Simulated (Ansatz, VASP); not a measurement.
**Ti3W2: VASP beside Ansatz**

Contents of INCAR:

```
SYSTEM = Ti3W2
PREC = Accurate
ENCUT = 600
EDIFF = 1E-6
ISMEAR = 0
SIGMA = 0.1
LREAL = .FALSE.
LASPH = .TRUE.
NELM = 60
ALGO = Fast
ISIF = 3
LWAVE = .FALSE.
LCHARG = .FALSE.
GGA = PE
IBRION = 2
NSW = 90
EDIFFG = -0.04
```

KPOINTS

```
regular mesh
0
G
  6 6 1
  0 0 0
```

File POSCAR:

```
Ti3W2
1.0
    2.8179692000      0.0000000000      0.0000000000
   -1.4089846000      2.4404329100      0.0000000000
    0.0000000000      0.0000000000     22.5250105400
Ti W
6 4
Direct
    0.3333333300      0.6666666700      0.0500000000
    0.3333333300      0.6666666700      0.2500000000
    0.3333333300      0.6666666700      0.4500000000
    0.6666666700      0.3333333300      0.9500000000
    0.6666666700      0.3333333300      0.5500000000
    0.6666666700      0.3333333300      0.7500000000
    0.3333333300      0.6666666700      0.8500000000
    0.3333333300      0.6666666700      0.6500000000
    0.6666666700      0.3333333300      0.1500000000
    0.6666666700      0.3333333300      0.3500000000
```

Input for Ansatz:

```yaml
crystal:
  lattice:
    - [2.8179692, 0.0, 0.0]
    - [-1.4089846, 2.44043291, 0.0]
    - [0.0, 0.0, 22.52501054]
  atoms:
    - { symbol: Ti, position: [0.33333333, 0.66666667, 0.05] }
    - { symbol: Ti, position: [0.33333333, 0.66666667, 0.25] }
    - { symbol: Ti, position: [0.33333333, 0.66666667, 0.45] }
    - { symbol: Ti, position: [0.66666667, 0.33333333, 0.95] }
    - { symbol: Ti, position: [0.66666667, 0.33333333, 0.55] }
    - { symbol: Ti, position: [0.66666667, 0.33333333, 0.75] }
    - { symbol: W, position: [0.33333333, 0.66666667, 0.85] }
    - { symbol: W, position: [0.33333333, 0.66666667, 0.65] }
    - { symbol: W, position: [0.66666667, 0.33333333, 0.15] }
    - { symbol: W, position: [0.66666667, 0.33333333, 0.35] }
basis:
  ecutwfc: 420
kpoints:
  mp_grid: { grid: [6, 6, 1] }
hamiltonian:
  xc: pbe
scf:
  occupations: { method: gaussian, width: 0.1 }
  lower_state_search: "off"
output:
  forces: true
  stress: true
  eigenvalues: true
relax:
  adjacent_minimum: "off"
  f_tol: 0.04
  max_steps: 70
  cell: { stress_tol: 0.4 }
```

Alike in both runs: task relaxation of cell and atoms; functional PBE; k mesh 6 × 6 × 1; occupations gaussian, width 0.1 eV; no spin polarisation.

```csv
,VASP,Ansatz
version,VASP 6.6.1,Ansatz 0.2.0
potentials or method,"VASP PAW PBE potentials, release 64 (Ti_sv, W_sv), cutoff 600 eV","scalar-relativistic, plane waves, PAW"
valence electrons in the cell,128,128
```

Ansatz gave:

| Property | Result |
| --- | --- |
| gap on the k mesh at the Fermi level, each at its own relaxed structure (eV) | none |
| relaxed volume (Å³/atom) | 16.72 |
| relaxed cell length with the largest relative difference (Å) | 23.816 |

Estimate VASP's values.

gap on the k mesh at the Fermi level, each at its own relaxed structure (eV): none; relaxed volume (Å³/atom): 16.70; relaxed cell length with the largest relative difference (Å): 23.804.

A gap of «none» marks a metal or a gap that the smearing closes.

The k mesh is coarse, so the values compare programs but aren't converged. Neither program's run includes spin-orbit coupling.
